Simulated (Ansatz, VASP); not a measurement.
## One calculation of VO2, two programs

```
V O
1.0
     4.50720    0.00000    0.00000
     0.00000    4.50720    0.00000
     0.00000    0.00000    3.04445
V O
2 4
Direct
  0.50000 0.50000 0.50000
  0.00000 0.00000 0.00000
  0.20036 0.79964 0.50000
  0.79964 0.20036 0.50000
  0.70036 0.70036 0.00000
  0.29964 0.29964 0.00000
```

Alike in both runs: task single point; functional RPBE; k mesh 6 × 6 × 9; occupations fermi-dirac, width 0.05 eV; collinear spin.

```csv
,VASP,Ansatz
version,VASP 6.6.1,Ansatz 0.2.0
potentials or method,"VASP PAW PBE potentials, release 64 (V_sv, O)",Ansatz PAW
plane-wave cutoff (eV),600,420
valence electrons in the cell,50,50
```

VASP gave:

* gap on the k mesh at the Fermi level (eV): none
* pressure (GPa): -3.1
* traceless stress, the component that is largest in VASP (GPa): -11.15
* rms of the force components (eV/Å): 0.103
* net moment per atom (μB): 0.33
* size of the moment on the site where the two differ most (μB): 1.10

Problem. Estimate Ansatz's values.

Solution. gap on the k mesh at the Fermi level (eV): none; pressure (GPa): -3.6; traceless stress, the component that is largest in VASP (GPa): -11.31; rms of the force components (eV/Å): 0.104; net moment per atom (μB): 0.33; size of the moment on the site where the two differ most (μB): 0.87.

VASP's potentials were made for PBE, not for RPBE. Site moments also hang on the region over which each program counts them. Atom by atom the forces differ by 0.001 eV/Å (rms over components). A gap of «none» marks a metal or a gap that the smearing closes. With one functional, cell and mesh, what is left measures potentials, basis and numerics.
